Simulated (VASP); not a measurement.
# MgO (P6_3/mmc) in VASP: single point with BLYP+D3(BJ)

Aim: the single point of MgO with BLYP+D3(BJ).

All numbers are computed with VASP 6.6.1; they aren't measurements. Logs are shortened: lines on timing, memory, paths and dates and some standing lists are left out, and cuts for length are marked.

## (1) The cell of the first run

Symmetry: P6_3/mmc, No. 194, hexagonal system. The conventional cell has a = 3.457 Å, b = 3.457 Å, c = 4.183 Å, α = 90.00°, β = 90.00°, γ = 120.00°. Within 2.6 Å of Mg (site symmetry -6m2) lie 5 O at 2.00 to 2.09 Å. O (site symmetry -6m2) has 5 Mg at 2.00 to 2.09 Å within 2.6 Å.

## (2) Single point, BLYP+D3(BJ)

Input file INCAR:

```
PREC = Accurate ; ENCUT = 840
EDIFF = 1E-6 ; ISMEAR = 0
SIGMA = 0.01 ; LREAL = F
LASPH = T ; NELM = 120
ALGO = Normal ; ISIF = 2
LWAVE = F ; LCHARG = T
GGA = B5 ; ALDAX = 1.0
AGGAX = 1.0 ; AGGAC = 1.0
ALDAC = 0.0 ; IVDW = 12
VDW_S6 = 1.0 ; VDW_S8 = 2.6996
VDW_A1 = 0.4298 ; VDW_A2 = 4.2359
LELF = T ; LVHAR = T
NBANDS = 24 ; GGA_COMPAT = F
```

Input file KPOINTS:

```
Automatic mesh
0
Gamma
  6 6 4
```

Input file POSCAR:

```
MgO
1.0
    3.4567979193      0.0000000000      0.0000000000
   -1.7283989597      2.9936748139      0.0000000000
    0.0000000000      0.0000000000      4.1825564274
Mg O
2 2
Direct
    0.6666666667      0.3333333333      0.7500000000
    0.3333333333      0.6666666667      0.2500000000
    0.6666666667      0.3333333333      0.2500000000
    0.3333333333      0.6666666667      0.7500000000
```

Potentials or basis: VASP PAW PBE potentials, release 64 (Mg_sv, O).

Started as:

```
$ cat potpaw_PBE.64/Mg_sv/POTCAR potpaw_PBE.64/O/POTCAR > POTCAR
$ mpirun -np 1 vasp_std > vasp.out
```

OUTCAR:

```text
PREC = Accurate
   ENCUT = 840
   EDIFF = 1E-6
   ISMEAR = 0
   LREAL = F
   LASPH = T
   NELM = 120
   ISIF = 2
   GGA = B5
   IVDW = 12
 IVDW          = 12

 ion  position               nearest neighbor table
   1  0.667  0.333  0.750-   4 2.00   4 2.00   4 2.00   3 2.09   3 2.09
   2  0.333  0.667  0.250-   3 2.00   3 2.00   3 2.00   4 2.09   4 2.09
   3  0.667  0.333  0.250-   2 2.00   2 2.00   2 2.00   1 2.09   1 2.09
   4  0.333  0.667  0.750-   1 2.00   1 2.00   1 2.00   2 2.09   2 2.09

  LATTYP: Found a hexagonal cell.
 ALAT       =     3.4567979193
 C/A-ratio  =     1.2099510949

  Lattice vectors:

 A1 = (   3.4567979193,   0.0000000000,   0.0000000000)
 A2 = (  -1.7283989597,   2.9936748139,   0.0000000000)
 A3 = (   0.0000000000,   0.0000000000,   4.1825564274)

Analysis of symmetry for initial positions (statically):
=====================================================================
 Subroutine PRICEL returns:
 Original cell was already a primitive cell.

 Routine SETGRP: Setting up the symmetry group for a
 hexagonal supercell.

 Subroutine GETGRP returns: Found 24 space group operations
 (whereof 12 operations were pure point group operations)
 out of a pool of 24 trial point group operations.

The static configuration has the point symmetry D_3d.
 The point group associated with its full space group is D_6h.

Analysis of symmetry for dynamics (positions and initial velocities):
=====================================================================
 Subroutine PRICEL returns:
 Original cell was already a primitive cell.

 Routine SETGRP: Setting up the symmetry group for a
 hexagonal supercell.

 Subroutine GETGRP returns: Found 24 space group operations
 (whereof 12 operations were pure point group operations)
 out of a pool of 24 trial point group operations.

The dynamic configuration has the point symmetry D_3d.
 The point group associated with its full space group is D_6h.

 Subroutine INISYM returns: Found 24 space group operations
 (whereof 12 operations are pure point group operations),
 and found     1 'primitive' translations

----------------------------------------------------------------------------------------

                                     Primitive cell

  volume of cell :      43.2833

  direct lattice vectors                    reciprocal lattice vectors
     3.456797919  0.000000000  0.000000000     0.289285062  0.167018808  0.000000000
    -1.728398960  2.993674814  0.000000000     0.000000000  0.334037617  0.000000000
     0.000000000  0.000000000  4.182556427     0.000000000  0.000000000  0.239088227

[... 85 lines left out ...]
   EDIFFG = 0.1E-04   stopping-criterion for IOM
   NSW    =      0    number of steps for IOM
   IBRION =     -1    ionic relax: 0-MD 1-quasi-New 2-CG
   NFREE  =      0    steps in history (QN), initial steepest desc. (CG)
   ISIF   =      2    stress and relaxation
   ISYM   =      2    0-nonsym 1-usesym 2-fastsym
   POTIM  = 0.5000    time-step for ionic-motion
   TEBEG  =    0.0;   TEEND  =   0.0 temperature during run
   PSTRESS=    0.0 pullay stress
   NELECT =      32.0000    total number of electrons
   NUPDOWN=      -1.0000    fix difference up-down
   EMIN   =  10.00;   EMAX   =-10.00  energy-range for DOS
   EFERMI =   0.00;   METHOD = LEGACY
   ISMEAR =     0;   SIGMA  =   0.01  broadening in eV -4-tet -1-fermi 0-gaus
   EFERMI_NEDOS =   21; number of points for ismear=-14 and -15
   IALGO  =     38    algorithm
   IMIX   =      4    mixing-type and parameters
     AMIX     =   0.40;   BMIX     =  1.00
     AMIX_MAG =   1.60;   BMIX_MAG =  1.00
  volume/ion in A,a.u.               =      10.82        73.02
  Fermi-wavevector in a.u.,A,eV,Ry     =   1.480305  2.797372 29.814505  2.191304
  Thomas-Fermi vector in A             =   2.594356
   LORBIT       =      0    0 simple, 1 ext, 2 COOP (PROOUT), +10 PAW based schemes
   GGA     = B5    functional components
   LHFCALC =     F    Hartree Fock is set to
   AEXX    =    0.0000 exact exchange contribution
   IVDW    =    12    specifies the selected vdW correction
   LEPSILON=     F    determine dielectric tensor
   LRPA    =     F    only Hartree local field effects (RPA)
 non-spin polarized calculation
 Gauss-broadening in eV      SIGMA  =   0.01
  energy-cutoff  :      840.00
  volume of cell :       43.28
 maximum number of plane-waves:      2432
 NGX is ok and might be reduce to    36
   NGX = 17   NGY = 17   NGZ = 19

 number of electron      31.9999998 magnetization

 Free energy of the ion-electron system (eV)
  ---------------------------------------------------
  ext. energy  EPLUGINS =         0.00000000
  ---------------------------------------------------
  free energy    TOTEN  =       -22.60607103 eV

  energy without entropy =      -22.60607103  energy(sigma->0) =      -22.60607103

 E-fermi :   2.4187     XC(G=0):  -9.9772

 val. band max:        2.1926195885   @ k =   0.0000   0.0000   0.0000
 cond. band min:       5.9907886405   @ k =   0.0000   0.0000   0.0000
 fundamental gap:      3.7981690520
 Fermi energy:         2.4187042450

 k-point     1 :       0.0000    0.0000    0.0000
  band No.  band energies     occupation
      1     -70.0475      2.00000
      2     -70.0340      2.00000
      3     -37.0932      2.00000
      4     -37.0682      2.00000
      5     -37.0682      2.00000
      6     -37.0410      2.00000
[... 556 lines left out ...]
     23      19.9447      0.00000
     24      19.9447      0.00000

------------------------ aborting loop because EDIFF is reached ----------------------------------------

 Edisp (eV)   -2.19537

 E8    (eV) :    -1.5347

  FORCE on cell =-STRESS in cart. coord.  units (eV):
  Direction    XX          YY          ZZ          XY          YZ          ZX
  --------------------------------------------------------------------------------------
  -------------------------------------------------------------------------------------
  Total       0.12359     0.12359     0.07576    -0.00000     0.00000     0.00000
  in kB       4.57495     4.57495     2.80423    -0.00000     0.00000     0.00000
  external pressure =        3.98 kB  Pullay stress =        0.00 kB

 VOLUME and BASIS-vectors are now :
 -----------------------------------------------------------------------------
  energy-cutoff  :      840.00
  volume of cell :       43.28
      direct lattice vectors                 reciprocal lattice vectors
     3.456797919  0.000000000  0.000000000     0.289285062  0.167018808  0.000000000
    -1.728398960  2.993674814  0.000000000     0.000000000  0.334037617  0.000000000
     0.000000000  0.000000000  4.182556427     0.000000000  0.000000000  0.239088227

 POSITION                                       TOTAL-FORCE (eV/Angst)
 -----------------------------------------------------------------------------------
      1.72840      0.99789      3.13692        -0.000000      0.000000      0.000000
     -0.00000      1.99578      1.04564         0.000000     -0.000000      0.000000
      1.72840      0.99789      1.04564         0.000000      0.000000      0.000000
     -0.00000      1.99578      3.13692         0.000000      0.000000      0.000000
 -----------------------------------------------------------------------------------
    total drift:                               -0.000000      0.000000     -0.000000

  FREE ENERGIE OF THE ION-ELECTRON SYSTEM (eV)
  ---------------------------------------------------
  free  energy   TOTEN  =       -24.8014409668 eV

  energy  without entropy=      -24.8014409668  energy(sigma->0) =      -24.80144097
```

stdout:

```text
POSCAR found type information on POSCAR MgO
 POSCAR found :  2 types and       4 ions
 scaLAPACK will be used
 -----------------------------------------------------------------------------
|                                                                             |
|                                                                             |
|     You enforced a specific xc type in the INCAR file but a different       |
|     I HOPE YOU KNOW WHAT YOU ARE DOING!                                     |
|                                                                             |
 -----------------------------------------------------------------------------

 LDA part: xc-table for (Slater(with rela. corr.)+VWN5), standard interpolation
 POSCAR, INCAR and KPOINTS ok, starting setup
 FFT: planning ... GRIDC
 FFT: planning ... GRID_SOFT
 FFT: planning ... GRID
 WAVECAR not read
 entering main loop
```

Wall time 27 s (1 thread of Intel Xeon 6975P-C (Granite Rapids), shared host); peak memory 0.23 GiB.

Results:

```yaml
Free_energy: -24.8014 eV
Pressure: 0.4 GPa
Band_gap_on_the_k_mesh: 3.80 eV
Dispersion_energy_per_atom: -0.549 eV
```

Stress tensor (GPa, compression positive):
```
0.46 0.00 0.00
0.00 0.46 0.00
0.00 0.00 0.28
```

Caveat: the PAW data sets were made with another functional, which shifts forces and pressure a little.
